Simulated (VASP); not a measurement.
# CsPbBr3 (Pm-3m) in VASP: a series of runs

CsPbBr3 is run at these levels: PBEsol, LDA; tasks: relaxation of cell and atoms.

All numbers are computed with VASP 6.6.1; they aren't measurements. Logs are shortened: lines on timing, memory, paths and dates and some standing lists are left out, and cuts for length are marked.

## (1) The cell of the first run

Symmetry: Pm-3m, No. 221, cubic system. The conventional cell has a = 6.010 Å, b = 6.010 Å, c = 6.010 Å, α = 90.00°, β = 90.00°, γ = 90.00°. Within 5.6 Å of Cs (site symmetry m-3m) lie 12 Br at 4.25 Å and 8 Pb at 5.21 Å. Pb (site symmetry m-3m) has 6 Br at 3.01 Å within 4.0 Å. Within 4.0 Å of Br (site symmetry 4/mmm) lie 2 Pb at 3.01 Å.

## (2) Relaxation of cell and atoms, PBEsol

File INCAR:

```
  ALGO = Normal
  EDIFF = 1E-6
  EDIFFG = -0.005
  ENCUT = 600
  GGA = PS
  IBRION = 2
  ISIF = 3
  ISMEAR = -1
  LASPH = T
  LCHARG = F
  LREAL = F
  LWAVE = F
  NELM = 100
  NSW = 80
  PREC = Accurate
  SIGMA = 0.02
```

File KPOINTS:

```
k-points
0
Gamma
  4 4 4
```

File POSCAR:

```
CsPbBr3
1.0
    6.0103576287      0.0000000000      0.0000000000
    0.0000000000      6.0103576287      0.0000000000
    0.0000000000      0.0000000000      6.0103576287
Cs Pb Br
1 1 3
Direct
    0.0000000000      0.0000000000      0.0000000000
    0.5000000000      0.5000000000      0.5000000000
    0.0000000000      0.5000000000      0.5000000000
    0.5000000000      0.0000000000      0.5000000000
    0.5000000000      0.5000000000      0.0000000000
```

Potentials or basis: VASP PAW PBE potentials, release 64 (Cs_sv, Pb_d, Br).

Launch:

```bash
> cat potpaw_PBE.64/Cs_sv/POTCAR potpaw_PBE.64/Pb_d/POTCAR potpaw_PBE.64/Br/POTCAR > POTCAR
> mpirun -np 1 vasp_std > vasp.out
```

OUTCAR:

```text
EDIFF = 1E-6
   EDIFFG = -0.005
   ENCUT = 600
   GGA = PS
   IBRION = 2
   ISIF = 3
   ISMEAR = -1
   LASPH = T
   LREAL = F
   NELM = 100
   NSW = 80
   PREC = Accurate

 ion  position               nearest neighbor table
   1  0.000  0.000  0.000-
   2  0.500  0.500  0.500-   3 3.01   4 3.01   5 3.01   5 3.01   4 3.01   3 3.01
   3  0.000  0.500  0.500-   2 3.01   2 3.01
   4  0.500  0.000  0.500-   2 3.01   2 3.01
   5  0.500  0.500  0.000-   2 3.01   2 3.01

  LATTYP: Found a simple cubic cell.
 ALAT       =     6.0103576287

  Lattice vectors:

 A1 = (   6.0103576287,   0.0000000000,   0.0000000000)
 A2 = (   0.0000000000,   6.0103576287,   0.0000000000)
 A3 = (   0.0000000000,   0.0000000000,   6.0103576287)

Analysis of symmetry for initial positions (statically):
=====================================================================
 Subroutine PRICEL returns:
 Original cell was already a primitive cell.

 Routine SETGRP: Setting up the symmetry group for a
 simple cubic supercell.

 Subroutine GETGRP returns: Found 48 space group operations
 (whereof 48 operations were pure point group operations)
 out of a pool of 48 trial point group operations.

The static configuration has the point symmetry O_h .

Analysis of symmetry for dynamics (positions and initial velocities):
=====================================================================
 Subroutine PRICEL returns:
 Original cell was already a primitive cell.

 Routine SETGRP: Setting up the symmetry group for a
 simple cubic supercell.

 Subroutine GETGRP returns: Found 48 space group operations
 (whereof 48 operations were pure point group operations)
 out of a pool of 48 trial point group operations.

The dynamic configuration has the point symmetry O_h .

 Subroutine INISYM returns: Found 48 space group operations
 (whereof 48 operations are pure point group operations),
 and found     1 'primitive' translations

----------------------------------------------------------------------------------------

                                     Primitive cell

  volume of cell :     217.1206

  direct lattice vectors                    reciprocal lattice vectors
     6.010357629  0.000000000  0.000000000     0.166379451  0.000000000  0.000000000
     0.000000000  6.010357629  0.000000000     0.000000000  0.166379451  0.000000000
     0.000000000  0.000000000  6.010357629     0.000000000  0.000000000  0.166379451

  length of vectors
     6.010357629  6.010357629  6.010357629     0.166379451  0.166379451  0.166379451

  position of ions in fractional coordinates (direct lattice)
     0.000000000  0.000000000  0.000000000
     0.500000000  0.500000000  0.500000000
     0.000000000  0.500000000  0.500000000
     0.500000000  0.000000000  0.500000000
     0.500000000  0.500000000  0.000000000

  ion indices of the primitive-cell ions
   primitive index   ion index
                 1           1
                 2           2
                 3           3
                 4           4
                 5           5

----------------------------------------------------------------------------------------

 KPOINTS: k-points

Automatic generation of k-mesh.
 Grid dimensions read from file:
 generate k-points for:    4    4    4

 Generating k-lattice:

  Cartesian coordinates                     Fractional coordinates (reciprocal lattice)
     0.041594863  0.000000000  0.000000000     0.250000000  0.000000000  0.000000000
     0.000000000  0.041594863  0.000000000     0.000000000  0.250000000  0.000000000
     0.000000000  0.000000000  0.041594863     0.000000000  0.000000000  0.250000000

  Length of vectors
     0.041594863  0.041594863  0.041594863

  Shift w.r.t. Gamma in fractional coordinates (k-lattice)
     0.000000000  0.000000000  0.000000000

 Subroutine IBZKPT returns following result:
 ===========================================

 Found     10 irreducible k-points:

 Following reciprocal coordinates:
            Coordinates               Weight
  0.000000  0.000000  0.000000      1.000000
  0.250000  0.000000  0.000000      6.000000
  0.500000  0.000000  0.000000      3.000000
  0.250000  0.250000  0.000000     12.000000
  0.500000  0.250000  0.000000     12.000000
  0.500000  0.500000  0.000000      3.000000
  0.250000  0.250000  0.250000      8.000000
  0.500000  0.250000  0.250000     12.000000
  0.500000  0.500000  0.250000      6.000000
  0.500000  0.500000  0.500000      1.000000
   k-points           NKPTS =     10   k-points in BZ     NKDIM =     10   number of bands    NBANDS=     26
   number of dos      NEDOS =    301   number of ions     NIONS =      5
   total plane-waves  NPLWV = 110592
   dimension x,y,z NGX =    48 NGY =   48 NGZ =   48
   dimension x,y,z NGXF=    96 NGYF=   96 NGZF=   96
   ions per type =               1   1   3
   NGX,Y,Z   is equivalent  to a cutoff of  13.28, 13.28, 13.28 a.u.
   NGXF,Y,Z  is equivalent  to a cutoff of  26.55, 26.55, 26.55 a.u.
 SYSTEM =  unknown system
   PREC   = accura    normal or accurate (medium, high low for compatibility)
   ISTART =      0    job   : 0-new  1-cont  2-samecut
   ICHARG =      2    charge: 1-file 2-atom 10-const
   ISPIN  =      1    spin polarized calculation?
   LNONCOLLINEAR =      F non collinear calculations
   LSORBIT =      F    spin-orbit coupling
   LASPH  =      T    aspherical Exc in radial PAW
   ENCUT  =  600.0 eV  44.10 Ry    6.64 a.u.  12.00 12.00 12.00*2*pi/ulx,y,z
   NELM   =    100;   NELMIN=  2; NELMDL= -5     # of ELM steps
   EDIFF  = 0.1E-05   stopping-criterion for ELM
   LREAL  =      F    real-space projection
   EDIFFG = -.5E-02   stopping-criterion for IOM
   NSW    =     80    number of steps for IOM
   IBRION =      2    ionic relax: 0-MD 1-quasi-New 2-CG
   NFREE  =      1    steps in history (QN), initial steepest desc. (CG)
   ISIF   =      3    stress and relaxation
   ISYM   =      2    0-nonsym 1-usesym 2-fastsym
   POTIM  = 0.5000    time-step for ionic-motion
   TEBEG  =    0.0;   TEEND  =   0.0 temperature during run
   PSTRESS=    0.0 pullay stress
   NELECT =      44.0000    total number of electrons
   NUPDOWN=      -1.0000    fix difference up-down
   EMIN   =  10.00;   EMAX   =-10.00  energy-range for DOS
   EFERMI =   0.00;   METHOD = LEGACY
   ISMEAR =    -1;   SIGMA  =   0.02  broadening in eV -4-tet -1-fermi 0-gaus
   EFERMI_NEDOS =   21; number of points for ismear=-14 and -15
   IALGO  =     38    algorithm
   IMIX   =      4    mixing-type and parameters
     AMIX     =   0.40;   BMIX     =  1.00
     AMIX_MAG =   1.60;   BMIX_MAG =  1.00
  volume/ion in A,a.u.               =      43.42       293.04
  Fermi-wavevector in a.u.,A,eV,Ry     =   0.961595  1.817151 12.580823  0.924664
  Thomas-Fermi vector in A             =   2.090980
   LORBIT       =      0    0 simple, 1 ext, 2 COOP (PROOUT), +10 PAW based schemes
   GGA     = PS    functional components
   LHFCALC =     F    Hartree Fock is set to
   AEXX    =    0.0000 exact exchange contribution
   IVDW    =     0    specifies the selected vdW correction
   LEPSILON=     F    determine dielectric tensor
   LRPA    =     F    only Hartree local field effects (RPA)
 conjugate gradient relaxation of ions
 non-spin polarized calculation
  energy-cutoff  :      600.00
  volume of cell :      217.12
 maximum number of plane-waves:      7264
   NGX = 25   NGY = 25   NGZ = 25

--------------------------------------- Ionic step        1  -------------------------------------------

 number of electron      43.9999994 magnetization

 Free energy of the ion-electron system (eV)
  ---------------------------------------------------
  ext. energy  EPLUGINS =         0.00000000
  ---------------------------------------------------
  free energy    TOTEN  =       -16.72239733 eV

  energy without entropy =      -16.72239733  energy(sigma->0) =      -16.72239733

------------------------ aborting loop because EDIFF is reached ----------------------------------------

  FORCE on cell =-STRESS in cart. coord.  units (eV):
  Direction    XX          YY          ZZ          XY          YZ          ZX
  --------------------------------------------------------------------------------------
  -------------------------------------------------------------------------------------
  Total       -1.6162929     -1.6162929     -1.6162929      0.0000000      0.0000000     -0.0000000
  in kB      -11.9269588    -11.9269588    -11.9269588      0.0000000      0.0000000     -0.0000000
  external PRESSURE =     -11.9269588 kB  Pullay stress =       0.0000000 kB

 VOLUME and BASIS-vectors are now :
 -----------------------------------------------------------------------------
  energy-cutoff  :      600.00
  volume of cell :      217.12
      direct lattice vectors                 reciprocal lattice vectors
     6.010357629  0.000000000  0.000000000     0.166379451  0.000000000  0.000000000
     0.000000000  6.010357629  0.000000000     0.000000000  0.166379451  0.000000000
     0.000000000  0.000000000  6.010357629     0.000000000  0.000000000  0.166379451
[... 157 lines left out ...]
 POSITION                                       TOTAL-FORCE (eV/Angst)
 -----------------------------------------------------------------------------------
      0.00000      0.00000      0.00000         0.000000     -0.000000      0.000000
      2.93906      2.93906      2.93906        -0.000000      0.000000      0.000000
      0.00000      2.93906      2.93906        -0.000000     -0.000000      0.000000
      2.93906      0.00000      2.93906         0.000000     -0.000000      0.000000
      2.93906      2.93906     -0.00000        -0.000000     -0.000000      0.000000
 -----------------------------------------------------------------------------------
    total drift:                                0.000000     -0.000000     -0.000000

  FREE ENERGIE OF THE ION-ELECTRON SYSTEM (eV)
  ---------------------------------------------------
  free  energy   TOTEN  =       -16.7757160351 eV

  energy  without entropy=      -16.7757160351  energy(sigma->0) =      -16.77571604

--------------------------------------- Ionic step        6  -------------------------------------------

 number of electron      43.9999998 magnetization

 Free energy of the ion-electron system (eV)
  ---------------------------------------------------
  ext. energy  EPLUGINS =         0.00000000
  ---------------------------------------------------
  free energy    TOTEN  =       -16.77579369 eV

  energy without entropy =      -16.77579369  energy(sigma->0) =      -16.77579369

 E-fermi :   1.5544     XC(G=0):  -7.7907

 val. band max:        1.1349394469   @ k =   0.5000   0.5000   0.5000
 cond. band min:       2.5806963263   @ k =   0.5000   0.5000   0.5000
 fundamental gap:      1.4457568793
 Fermi energy:         1.5544140022

 k-point     1 :       0.0000    0.0000    0.0000
  band No.  band energies     occupation
      1     -20.2883      2.00000
      2     -15.6770      2.00000
      3     -15.6770      2.00000
      4     -15.5127      2.00000
      5     -15.5127      2.00000
      6     -15.5127      2.00000
[... 18 lines left out ...]
     25       5.1932      0.00000
     26       5.9315      0.00000
[... 281 lines left out ...]
 POSITION                                       TOTAL-FORCE (eV/Angst)
 -----------------------------------------------------------------------------------
     -0.00000      5.88199      0.00000        -0.000000     -0.000000      0.000000
      2.94099      2.94099      2.94099         0.000000      0.000000      0.000000
      5.88199      2.94099      2.94099        -0.000000     -0.000000      0.000000
      2.94099      5.88199      2.94099        -0.000000     -0.000000      0.000000
      2.94099      2.94099      5.88199        -0.000000     -0.000000      0.000000
 -----------------------------------------------------------------------------------
    total drift:                                0.000000     -0.000000     -0.000000

  FREE ENERGIE OF THE ION-ELECTRON SYSTEM (eV)
  ---------------------------------------------------
  free  energy   TOTEN  =       -16.7757936924 eV

  energy  without entropy=      -16.7757936924  energy(sigma->0) =      -16.77579369

 reached required accuracy - stopping structural energy minimisation
```

It took 2.9 min on 1 thread of Intel Xeon 8259CL, shared host; peak memory 0.39 GiB.

Results:

| Property | Result |
| --- | --- |
| Free energy | -16.7758 eV |
| Relaxed volume | 40.70 Å³/atom |
| Relaxed cell | a = 5.882 Å, b = 5.882 Å, c = 5.882 Å, α = 90.00°, β = 90.00°, γ = 90.00° |
| Space group after relaxing (to 0.1 Å) | Pm-3m (No. 221) |
| Energy gained by relaxing | 10.7 meV/atom |
| Ionic steps | 6 |
| Pressure after relaxing | 0.0 GPa |
| Band gap on the k mesh | 1.45 eV |

The path:
```tsv
step	energy change (eV)	largest force (eV/Å)	pressure (GPa)	volume (Å³)
1	0.0000	0.0000	-1.19	217.12
2	-0.0494	0.0000	-0.35	207.12
3	-0.0534	0.0000	-0.03	203.88
4	-0.0534	0.0000	-0.02	203.62
5	-0.0533	0.0000	0.05	203.10
6	-0.0534	0.0000	0.01	203.50
```

Final structure:
```xyz
5
Lattice="5.8820 0.0000 0.0000 0.0000 5.8820 0.0000 0.0000 0.0000 5.8820" Properties=species:S:1:pos:R:3 pbc="T T T"
Cs    0.0000    5.8820    0.0000
Pb    2.9410    2.9410    2.9410
Br    5.8820    2.9410    2.9410
Br    2.9410    5.8820    2.9410
Br    2.9410    2.9410    5.8820
```

Levels at points of the mesh, in eV from the valence-band top:
```csv
k point,band 19,band 20,band 21,band 22,band 23,band 24,band 25,band 26
"(0.00, 0.00, 0.00)",-2.13,-2.01,-2.01,-2.01,2.91,4.06,4.06,4.80
"(0.50, 0.00, 0.00)",-2.26,-2.12,-2.12,-1.42,2.50,4.38,4.96,5.09
"(0.50, 0.50, 0.00)",-2.35,-2.25,-1.65,-0.70,2.01,2.01,4.80,5.13
"(0.50, 0.50, 0.50)",-1.63,-1.63,-1.63,0.00,1.45,1.45,1.45,4.42
```

Caveat: the PAW data sets were made with another functional, which shifts forces and pressure a little; spin-orbit coupling is left out, which moves the levels of the heavy elements. As with any semilocal functional, this PBEsol gap is likely too small.

## (3) Relaxation of cell and atoms, LDA

File INCAR:

```
SYSTEM = CsPbBr3
ALGO = Normal
EDIFF = 1E-6
EDIFFG = -0.005
ENCUT = 600
IBRION = 2
ISIF = 3
ISMEAR = -1
LASPH = .True.
LCHARG = .False.
LREAL = .False.
LWAVE = .False.
NELM = 60
NSW = 80
PREC = Accurate
SIGMA = 0.02
```

File KPOINTS:

```
k-points
0
Gamma
  4 4 4
  0 0 0
```

POSCAR is that of step 2.

Potentials or basis: VASP PAW LDA potentials, release 64 (Cs_sv, Pb_d, Br).

Launch:

```bash
> cat potpaw_LDA.64/Cs_sv/POTCAR potpaw_LDA.64/Pb_d/POTCAR potpaw_LDA.64/Br/POTCAR > POTCAR
> mpirun -np 1 vasp_std > vasp.out
```

Wall time 1.9 min (1 thread of Intel Xeon 8259CL, shared host); peak memory 0.31 GiB.

The run converged. Its results:

```
Free energy                           : -17.8041 eV
Relaxed volume                        : 38.71 Å³/atom
Relaxed cell                          : a = 5.785 Å, b = 5.785 Å, c = 5.785 Å, α = 90.00°, β = 90.00°, γ = 90.00°
Space group after relaxing (to 0.1 Å) : Pm-3m (No. 221)
Energy gained by relaxing             : 36.1 meV/atom
Ionic steps                           : 4
Pressure after relaxing               : 0.0 GPa
Band gap on the k mesh                : 1.16 eV
```

The path:
```csv
step,energy change (eV),largest force (eV/Å),pressure (GPa),volume (Å³)
1,0.0000,0.0000,-2.21,217.12
2,-0.1700,0.0000,-0.62,198.84
3,-0.1803,0.0000,-0.04,194.01
4,-0.1804,0.0000,0.01,193.56
```

Final structure:
```
Cs Pb Br
1.0
     5.78460    0.00000    0.00000
     0.00000    5.78460    0.00000
     0.00000    0.00000    5.78460
Cs Pb Br
1 1 3
Direct
  0.00000 0.00000 0.00000
  0.50000 0.50000 0.50000
  0.00000 0.50000 0.50000
  0.50000 0.00000 0.50000
  0.50000 0.50000 0.00000
```

Levels at points of the mesh, in eV from the valence-band top:
```
           k point  band 19  band 20  band 21  band 22  band 23  band 24  band 25  band 26
(0.00, 0.00, 0.00)    -2.48    -2.33    -2.33    -2.33     2.43     3.53     3.53     4.36
(0.50, 0.00, 0.00)    -2.63    -2.47    -2.47    -1.59     2.33     3.98     4.57     4.67
(0.50, 0.50, 0.00)    -2.73    -2.54    -1.94    -0.79     1.79     1.79     4.67     4.75
(0.50, 0.50, 0.50)    -1.93    -1.93    -1.93     0.00     1.16     1.16     1.16     3.97
```

Caveat: spin-orbit coupling is left out, which moves the levels of the heavy elements.
